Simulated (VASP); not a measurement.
A run of VASP 6.6.1:

INCAR

```
SYSTEM = Si11SnO24
PREC = Accurate ; ENCUT = 520
EDIFF = 1E-6 ; ISMEAR = 0
SIGMA = 0.01 ; LREAL = Auto
LASPH = .True. ; NELM = 100
ALGO = Normal ; ISIF = 2
LWAVE = .False. ; LCHARG = .True.
GGA = PE ; LELF = .True.
LVHAR = .True. ; NBANDS = 125
```

The input KPOINTS:

```
Automatic mesh
0
Gamma
  2 2 2
  0.5 0.5 0.5
```

POSCAR

```
Si11SnO24
1.0
    2.5100214627      4.3474847016     -5.5094746217
    2.5100214627      4.3474847016      5.5094746217
    7.5300643882     -4.3474847015      0.0000000000
Sn Si O
1 11 24
Direct
    0.7667780495      0.7667780495      0.0000000000
    0.0074619879      0.0074619879      0.5000000000
    0.2620992327      0.2620992327      0.0000000000
    0.5247942009      0.5247942009      0.5000000000
    0.0371493191      0.6920542123      0.2865740902
    0.2770541393      0.9509665317      0.7618045805
    0.5348015192      0.2045813133      0.2647551354
    0.7931214829      0.4457127808      0.7499521094
    0.9509665317      0.2770541393      0.2381954195
    0.2045813133      0.5348015192      0.7352448646
    0.4457127808      0.7931214829      0.2500478906
    0.6920542123      0.0371493191      0.7134259098
    0.7875978203      0.5260720203      0.9231757379
    0.0239604667      0.7988687292      0.4486301682
    0.2713958214      0.0647440609      0.9209636226
    0.5310151425      0.3283385941      0.4186960745
    0.2924904792      0.4218734944      0.8721863838
    0.5615631028      0.6845376100      0.3726418686
    0.8138286082      0.9435936964      0.8400933493
    0.0491251474      0.1571125019      0.3647763420
    1.0023803926      0.4437304162      0.6942909351
    0.2469382007      0.6861726141      0.2409131880
    0.4851663565      0.9455559634      0.7020020441
    0.7431723831      0.1941916081      0.2078501932
    0.0647440609      0.2713958214      0.0790363774
    0.3283385941      0.5310151425      0.5813039255
    0.5260720203      0.7875978203      0.0768242621
    0.7988687292      0.0239604667      0.5513698318
    0.9455559634      0.4851663565      0.2979979559
    0.1941916081      0.7431723831      0.7921498068
    0.4437304162      1.0023803926      0.3057090649
    0.6861726141      0.2469382007      0.7590868120
    0.9435936964      0.8138286082      0.1599066507
    0.1571125019      0.0491251474      0.6352236580
    0.4218734944      0.2924904792      0.1278136162
    0.6845376100      0.5615631028      0.6273581314
```

Potentials or basis: VASP PAW PBE potentials, release 64 (Sn_d, Si, O).

The run is started by

```bash
$ cat potpaw_PBE.64/Sn_d/POTCAR potpaw_PBE.64/Si/POTCAR potpaw_PBE.64/O/POTCAR > POTCAR
$ mpirun -np 1 vasp_std > vasp.out
```

Hardware: 1 thread of AMD EPYC 7R43 64-Core Processor (Zen 3) (shared host).

Problem. How long does it take, and how much memory?

Solution. Run time: 8.2 min on 1 thread of AMD EPYC 7R43 64-Core Processor (Zen 3), on a shared host, peak memory 0.49 GiB. Counts: scf iterations 16, k points 3.
